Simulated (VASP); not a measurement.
# Sn (Fd-3m) in VASP: single point with r2SCAN

Aim: the single point of Sn with r2SCAN.

Everything below comes from runs of VASP 6.6.1. Logs are shortened: lines on timing, memory, paths and dates and some standing lists are left out, and cuts for length are marked.

**1. The cell of the first run**

Symmetry: Fd-3m, No. 227, cubic system. Conventional cell: a = 6.656 Å, b = 6.656 Å, c = 6.656 Å, α = 90.00°, β = 90.00°, γ = 90.00°. Sn (site symmetry -43m) has 4 Sn at 2.88 Å within 3.8 Å.

**2. Single point, r2SCAN**

The input, POSCAR:

```
Sn
1.0
    0.0000000000      3.3279681418      3.3279681418
    3.3279681418      0.0000000000      3.3279681418
    3.3279681418      3.3279681418      0.0000000000
Sn
2
Direct
    0.7500000000      0.7500000000      0.7500000000
    0.5000000000      0.5000000000      0.5000000000
```

The input, INCAR.step1:

```
SYSTEM = Sn
ALGO = Normal
EDIFF = 1E-4
ENCUT = 520
GGA = PE
ISMEAR = 0
LASPH = .TRUE.
LCHARG = .FALSE.
LREAL = .FALSE.
LWAVE = .TRUE.
NBANDS = 21
NELM = 80
PREC = Accurate
SIGMA = 0.05
```

The input, INCAR.step2:

```
SYSTEM = Sn
ALGO = Normal
EDIFF = 1E-7
ENCUT = 520
ISIF = 2
ISMEAR = 0
ISTART = 1
LASPH = .TRUE.
LCHARG = .FALSE.
LMIXTAU = .TRUE.
LREAL = .FALSE.
LWAVE = .FALSE.
METAGGA = R2SCAN
NBANDS = 21
NELM = 80
PREC = Accurate
SIGMA = 0.05
```

The input, KPOINTS:

```
k-points
0
G
  12 12 12
  0 0 0
```

Potentials or basis: VASP PAW PBE potentials, release 64 (Sn_d).

Started as:

```sh
$ cat potpaw_PBE.64/Sn_d/POTCAR > POTCAR
$ cp INCAR.step1 INCAR
$ mpirun -np 1 vasp_std > vasp.out
$ cp INCAR.step2 INCAR
$ mpirun -np 1 vasp_std > vasp.out
```

OUTCAR:

```text
SYSTEM = Sn
   EDIFF = 1E-7
   ENCUT = 520
   ISIF = 2
   ISMEAR = 0
   ISTART = 1
   LASPH = .TRUE.
   LREAL = .FALSE.
   METAGGA = R2SCAN
   NELM = 80
   PREC = Accurate

 ion  position               nearest neighbor table
   1  0.750  0.750  0.750-   2 2.88   2 2.88   2 2.88   2 2.88
   2  0.500  0.500  0.500-   1 2.88   1 2.88   1 2.88   1 2.88

  LATTYP: Found a face centered cubic cell.
 ALAT       =     6.6559362836

  Lattice vectors:

 A1 = (   0.0000000000,   3.3279681418,   3.3279681418)
 A2 = (   3.3279681418,   0.0000000000,   3.3279681418)
 A3 = (   3.3279681418,   3.3279681418,   0.0000000000)

Analysis of symmetry for initial positions (statically):
=====================================================================
 Subroutine PRICEL returns:
 Original cell was already a primitive cell.

 Routine SETGRP: Setting up the symmetry group for a
 face centered cubic supercell.

 Subroutine GETGRP returns: Found 48 space group operations
 (whereof 24 operations were pure point group operations)
 out of a pool of 48 trial point group operations.

The static configuration has the point symmetry T_d .
 The point group associated with its full space group is O_h .

Analysis of symmetry for dynamics (positions and initial velocities):
=====================================================================
 Subroutine PRICEL returns:
 Original cell was already a primitive cell.

 Routine SETGRP: Setting up the symmetry group for a
 face centered cubic supercell.

 Subroutine GETGRP returns: Found 48 space group operations
 (whereof 24 operations were pure point group operations)
 out of a pool of 48 trial point group operations.

The dynamic configuration has the point symmetry T_d .
 The point group associated with its full space group is O_h .

 Subroutine INISYM returns: Found 48 space group operations
 (whereof 24 operations are pure point group operations),
 and found     1 'primitive' translations

----------------------------------------------------------------------------------------

                                     Primitive cell

  volume of cell :      73.7170

  direct lattice vectors                    reciprocal lattice vectors
     0.000000000  3.327968142  3.327968142    -0.150241823  0.150241823  0.150241823
     3.327968142  0.000000000  3.327968142     0.150241823 -0.150241823  0.150241823
     3.327968142  3.327968142  0.000000000     0.150241823  0.150241823 -0.150241823

  length of vectors
     4.706457681  4.706457681  4.706457681     0.260226471  0.260226471  0.260226471

  position of ions in fractional coordinates (direct lattice)
     0.750000000  0.750000000  0.750000000
     0.500000000  0.500000000  0.500000000

  ion indices of the primitive-cell ions
   primitive index   ion index
                 1           1
                 2           2

----------------------------------------------------------------------------------------

 KPOINTS: k-points

Automatic generation of k-mesh.
 Grid dimensions read from file:
 generate k-points for:   12   12   12

 Generating k-lattice:

  Cartesian coordinates                     Fractional coordinates (reciprocal lattice)
    -0.012520152  0.012520152  0.012520152     0.083333333  0.000000000  0.000000000
     0.012520152 -0.012520152  0.012520152     0.000000000  0.083333333  0.000000000
     0.012520152  0.012520152 -0.012520152     0.000000000  0.000000000  0.083333333

  Length of vectors
     0.021685539  0.021685539  0.021685539

  Shift w.r.t. Gamma in fractional coordinates (k-lattice)
     0.000000000  0.000000000  0.000000000

 Subroutine IBZKPT returns following result:
 ===========================================

 Found     72 irreducible k-points:

 Following reciprocal coordinates:
            Coordinates               Weight
  0.000000  0.000000  0.000000      1.000000
  0.083333  0.000000  0.000000      8.000000
  0.166667  0.000000  0.000000      8.000000
  0.250000  0.000000  0.000000      8.000000
  0.333333  0.000000  0.000000      8.000000
  0.416667  0.000000  0.000000      8.000000
[... 16 lines left out ...]
  0.500000  0.166667  0.000000     24.000000
 -0.416667  0.166667  0.000000     24.000000
 [... further k-points ...]
   k-points           NKPTS =     72   k-points in BZ     NKDIM =     72   number of bands    NBANDS=     21
   number of dos      NEDOS =    301   number of ions     NIONS =      2
   total plane-waves  NPLWV =  46656
   dimension x,y,z NGX =    36 NGY =   36 NGZ =   36
   dimension x,y,z NGXF=    72 NGYF=   72 NGZF=   72
   ions per type =               2
   NGX,Y,Z   is equivalent  to a cutoff of  12.72, 12.72, 12.72 a.u.
   NGXF,Y,Z  is equivalent  to a cutoff of  25.43, 25.43, 25.43 a.u.
 SYSTEM =  Sn
   PREC   = accura    normal or accurate (medium, high low for compatibility)
   ISTART =      1    job   : 0-new  1-cont  2-samecut
   ICHARG =      0    charge: 1-file 2-atom 10-const
   ISPIN  =      1    spin polarized calculation?
   LNONCOLLINEAR =      F non collinear calculations
   LSORBIT =      F    spin-orbit coupling
   LASPH  =      T    aspherical Exc in radial PAW
   ENCUT  =  520.0 eV  38.22 Ry    6.18 a.u.   8.75  8.75  8.75*2*pi/ulx,y,z
   NELM   =     80;   NELMIN=  2; NELMDL=  0     # of ELM steps
   EDIFF  = 0.1E-06   stopping-criterion for ELM
   LREAL  =      F    real-space projection
   EDIFFG = 0.1E-05   stopping-criterion for IOM
   NSW    =      0    number of steps for IOM
   IBRION =     -1    ionic relax: 0-MD 1-quasi-New 2-CG
   NFREE  =      0    steps in history (QN), initial steepest desc. (CG)
   ISIF   =      2    stress and relaxation
   ISYM   =      2    0-nonsym 1-usesym 2-fastsym
   POTIM  = 0.5000    time-step for ionic-motion
   TEBEG  =    0.0;   TEEND  =   0.0 temperature during run
   PSTRESS=    0.0 pullay stress
   NELECT =      28.0000    total number of electrons
   NUPDOWN=      -1.0000    fix difference up-down
   EMIN   =  10.00;   EMAX   =-10.00  energy-range for DOS
   EFERMI =   0.00;   METHOD = LEGACY
   ISMEAR =     0;   SIGMA  =   0.05  broadening in eV -4-tet -1-fermi 0-gaus
   EFERMI_NEDOS =   21; number of points for ismear=-14 and -15
   IALGO  =     38    algorithm
   IMIX   =      4    mixing-type and parameters
     AMIX     =   0.40;   BMIX     =  1.00
     AMIX_MAG =   1.60;   BMIX_MAG =  1.00
  volume/ion in A,a.u.               =      36.86       248.73
  Fermi-wavevector in a.u.,A,eV,Ry     =   1.185600  2.240460 19.125007  1.405648
  Thomas-Fermi vector in A             =   2.321791
   LORBIT       =      0    0 simple, 1 ext, 2 COOP (PROOUT), +10 PAW based schemes
   METAGGA = R2SCAN    functional components
   LHFCALC =     F    Hartree Fock is set to
   AEXX    =    0.0000 exact exchange contribution
   IVDW    =     0    specifies the selected vdW correction
   LEPSILON=     F    determine dielectric tensor
   LRPA    =     F    only Hartree local field effects (RPA)
 non-spin polarized calculation
 Gauss-broadening in eV      SIGMA  =   0.05
  energy-cutoff  :      520.00
  volume of cell :       73.72
 maximum number of plane-waves:      2012
   NGX = 17   NGY = 17   NGZ = 17

 number of electron      28.0000008 magnetization

 Free energy of the ion-electron system (eV)
  ---------------------------------------------------
  ext. energy  EPLUGINS =         0.00000000
  ---------------------------------------------------
  free energy    TOTEN  =       -49.48087015 eV

  energy without entropy =      -49.48074024  energy(sigma->0) =      -49.48080520

 E-fermi :   4.7647     XC(G=0):  -9.2372

 val. band max:        4.6730259447   @ k =   0.0833   0.0000   0.0000
 cond. band min:       4.7805708664   @ k =   0.5000   0.0000   0.0000
 fundamental gap:      0.1075449217
 Fermi energy:         4.7647191161

 k-point     1 :       0.0000    0.0000    0.0000
  band No.  band energies     occupation
      1     -17.4677      2.00000
      2     -17.4676      2.00000
      3     -17.4676      2.00000
      4     -17.4112      2.00000
      5     -17.4112      2.00000
      6     -17.1466      2.00000
[... 13 lines left out ...]
     20      12.8880      0.00000
     21      12.8880      0.00000

 k-point     2 :       0.0833    0.0000    0.0000
  band No.  band energies     occupation
      1     -17.4723      2.00000
      2     -17.4723      2.00000
      3     -17.4661      2.00000
      4     -17.4048      2.00000
      5     -17.4048      2.00000
      6     -17.1569      2.00000
[... 13 lines left out ...]
     20      12.3865      0.00000
     21      12.3865      0.00000

 k-point     3 :       0.1667    0.0000    0.0000
  band No.  band energies     occupation
      1     -17.4814      2.00000
      2     -17.4814      2.00000
      3     -17.4620      2.00000
      4     -17.3911      2.00000
      5     -17.3911      2.00000
      6     -17.1707      2.00000
[... 13 lines left out ...]
     20      11.9522      0.00000
     21      11.9522      0.00000

 k-point     4 :       0.2500    0.0000    0.0000
  band No.  band energies     occupation
      1     -17.4896      2.00000
      2     -17.4896      2.00000
      3     -17.4561      2.00000
      4     -17.3770      2.00000
      5     -17.3770      2.00000
      6     -17.1823      2.00000
[... 13 lines left out ...]
     20      11.9130      0.00000
     21      11.9131      0.00000

 k-point     5 :       0.3333    0.0000    0.0000
  band No.  band energies     occupation
      1     -17.4953      2.00000
      2     -17.4953      2.00000
      3     -17.4501      2.00000
      4     -17.3664      2.00000
      5     -17.3664      2.00000
      6     -17.1902      2.00000
[... 13 lines left out ...]
     20      12.3430      0.00000
     21      12.3430      0.00000
[... 382 lines left out ...]
     20      12.7192      0.00000
     21      13.3338      0.00000

 k-point    22 :       0.4167    0.1667    0.0000
  band No.  band energies     occupation
      1     -17.5135      2.00000
      2     -17.4997      2.00000
      3     -17.4342      2.00000
      4     -17.3540      2.00000
      5     -17.3303      2.00000
      6     -17.2470      2.00000
[... 13 lines left out ...]
     20      13.1291      0.00000
     21      13.8981      0.00000

 k-point    23 :       0.5000    0.1667    0.0000
  band No.  band energies     occupation
      1     -17.5189      2.00000
      2     -17.5039      2.00000
      3     -17.4209      2.00000
      4     -17.3429      2.00000
      5     -17.3336      2.00000
      6     -17.2395      2.00000
[... 13 lines left out ...]
     20      13.6269      0.00000
     21      13.9034      0.00000

 k-point    24 :      -0.4167    0.1667    0.0000
  band No.  band energies     occupation
      1     -17.5196      2.00000
      2     -17.5063      2.00000
      3     -17.4146      2.00000
      4     -17.3440      2.00000
      5     -17.3354      2.00000
      6     -17.2232      2.00000
[... 13 lines left out ...]
     20      12.8395      0.00000
     21      13.1130      0.00000

 [... further k-points ...]
[... 5 lines left out ...]
  --------------------------------------------------------------------------------------
  -------------------------------------------------------------------------------------
  Total       -0.7438031     -0.7438031     -0.7438031      0.0000000      0.0000000     -0.0000000
  in kB      -16.1659456    -16.1659456    -16.1659456      0.0000000      0.0000000     -0.0000000
  external PRESSURE =     -16.1659456 kB  Pullay stress =       0.0000000 kB

 VOLUME and BASIS-vectors are now :
 -----------------------------------------------------------------------------
  energy-cutoff  :      520.00
  volume of cell :       73.72
      direct lattice vectors                 reciprocal lattice vectors
     0.000000000  3.327968142  3.327968142    -0.150241823  0.150241823  0.150241823
     3.327968142  0.000000000  3.327968142     0.150241823 -0.150241823  0.150241823
     3.327968142  3.327968142  0.000000000     0.150241823  0.150241823 -0.150241823

 POSITION                                       TOTAL-FORCE (eV/Angst)
 -----------------------------------------------------------------------------------
      4.99195      4.99195      4.99195         0.000000      0.000000      0.000000
      3.32797      3.32797      3.32797        -0.000000     -0.000000     -0.000000
 -----------------------------------------------------------------------------------
    total drift:                                0.000000      0.000000      0.000000

  FREE ENERGIE OF THE ION-ELECTRON SYSTEM (eV)
  ---------------------------------------------------
  free  energy   TOTEN  =       -49.4808701495 eV

  energy  without entropy=      -49.4807402423  energy(sigma->0) =      -49.48080520
```

Run time: 2.5 min. Hardware: 1 thread of Intel Xeon 6975P-C (Granite Rapids), shared host; peak memory 0.27 GiB.

Results:

```yaml
Free_energy: -49.4809 eV
Pressure: -1.6 GPa
Band_gap_on_the_k_mesh: zero (band 14 reaches 4.80 eV, above the bottom of band 15 at 4.78 eV)
```

Levels at points of the mesh, in eV from the Fermi level:
```tsv
k point	band 10	band 11	band 12	band 13	band 14	band 15	band 16	band 17	band 18	band 19
(0.00, 0.00, 0.00)	-21.90	-10.59	-0.87	0.04	0.04	0.04	2.25	2.25	2.25	5.35
(0.50, 0.00, 0.00)	-21.86	-9.03	-6.28	-1.12	-1.12	0.02	3.37	3.37	6.00	8.60
(0.50, 0.50, 0.00)	-21.85	-7.57	-7.57	-2.40	-2.40	1.03	1.03	7.70	7.70	9.30
```

Caveat: the PAW data sets were made with another functional, which shifts forces and pressure a little; spin-orbit coupling is left out, which moves the levels of the heavy elements.
